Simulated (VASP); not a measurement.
Set up this calculation in VASP 6.6.1, as the native input.

```yaml
Task: single point
Functional: PBE
Potentials_or_basis: VASP PAW PBE potentials, release 64 (Be)
Cutoff: 520 eV
k_mesh: 21 × 21 × 12
Occupations: gaussian, width 0.1 eV
Spin: no spin polarisation
Dipole_correction: no
Further_INCAR_settings: ALGO = Normal; EDIFF = 1e-06; NBANDS = 9
```

The structure of Be lies in POSCAR:

```
Be
1.0
    2.1898908655      0.0000000000      0.0000000000
   -1.0949454327      1.8965011210      0.0000000000
    0.0000000000      0.0000000000      3.4651412627
Be
2
Direct
    0.3333333333      0.6666666667      0.2500000000
    0.6666666667      0.3333333333      0.7500000000
```

The input as run:

INCAR

```
PREC = Accurate
ENCUT = 520
EDIFF = 1E-6
ISMEAR = 0
SIGMA = 0.1
LREAL = False
LASPH = True
NELM = 60
ALGO = Normal
ISIF = 2
LWAVE = False
LCHARG = True
GGA = PE
LELF = True
LVHAR = True
NBANDS = 9
```

KPOINTS

```
regular mesh
0
Gamma
  21 21 12
```

Potentials or basis: VASP PAW PBE potentials, release 64 (Be).

Launch:

```console
$ cat potpaw_PBE.64/Be/POTCAR > POTCAR
$ mpirun -np 1 vasp_std > vasp.out
```

It gave:

* Pressure: 13.7 GPa
* Band gap on the k mesh: zero (bands 2 and 3 overlap by 2.18 eV)

Caveat: the cell stands under pressure.

Wall time 20 s on 1 thread of Intel(R) Xeon(R) Platinum 8488C (Sapphire Rapids), on a shared host, peak memory 0.15 GiB.
